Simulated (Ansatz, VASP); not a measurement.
Fe in VASP and in Ansatz

The input POSCAR:

```
Fe
1.0
    2.2391755298      0.0000000000      0.0000000000
    0.0000000000      2.2391755298      0.0000000000
    0.0000000000      0.0000000000      2.2391755298
Fe
1
Direct
    0.0000000000      0.0000000000      0.0000000000
```

File INCAR.step1:

```
SYSTEM = Fe
  ALGO = Normal
  EDIFF = 1E-4
  ENCUT = 520
  GGA = PE
  ISMEAR = -1
  LASPH = .True.
  LCHARG = .False.
  LREAL = .False.
  LWAVE = .True.
  NBANDS = 10
  NELM = 60
  PREC = Accurate
  SIGMA = 0.1
```

INCAR.step2

```
SYSTEM = Fe
  ALGO = Normal
  EDIFF = 1E-7
  ENCUT = 520
  ISIF = 2
  ISMEAR = -1
  ISTART = 1
  LASPH = .True.
  LCHARG = .False.
  LMIXTAU = .True.
  LREAL = .False.
  LWAVE = .False.
  METAGGA = R2SCAN
  NBANDS = 10
  NELM = 60
  PREC = Accurate
  SIGMA = 0.1
```

KPOINTS

```
k-points
0
Gamma
  16 16 16
  0 0 0
```

Input for Ansatz:

```yaml
crystal:
  lattice:
    - [2.2391755298, 0.0, 0.0]
    - [0.0, 2.2391755298, 0.0]
    - [0.0, 0.0, 2.2391755298]
  atoms:
    - { symbol: Fe, position: [0.0, 0.0, 0.0] }
hamiltonian:
  xc: r2scan
  pseudopotentials:
    kind: paw
    azcp:
      Fe: "pseudopotentials/Fe.paw.azcp"
basis:
  ecutwfc: 500
  fft_grid_basis: typed
kpoints:
  mp_grid: { grid: [16, 16, 16], shift: [0, 0, 0] }
magnetization:
  spin_polarized: false
scf:
  occupations: { method: fermi_dirac, width: 0.1 }
  lower_state_search: "off"
output:
  stress: true
```

Alike in both runs: task single point; functional r2SCAN; k mesh 16 × 16 × 16; occupations fermi-dirac, width 0.1 eV; no spin polarisation.

|  | VASP | Ansatz |
| --- | --- | --- |
| version | VASP 6.6.1 | Ansatz 0.2.0 |
| potentials or method | VASP PAW PBE potentials, release 64 (Fe), cutoff 520 eV | plane waves (500 eV) with PAW, scalar-relativistic |
| valence electrons in the cell | 8 | 16 |

```tsv
	VASP	Ansatz	Ansatz less VASP
pressure (GPa)	0.3	-0.1	-0.39
```

VASP's potentials were made for PBE, not for r2SCAN. VASP's potentials hold 8 valence electrons a cell and Ansatz's 16, so a difference there can come from the potentials and not from the codes.
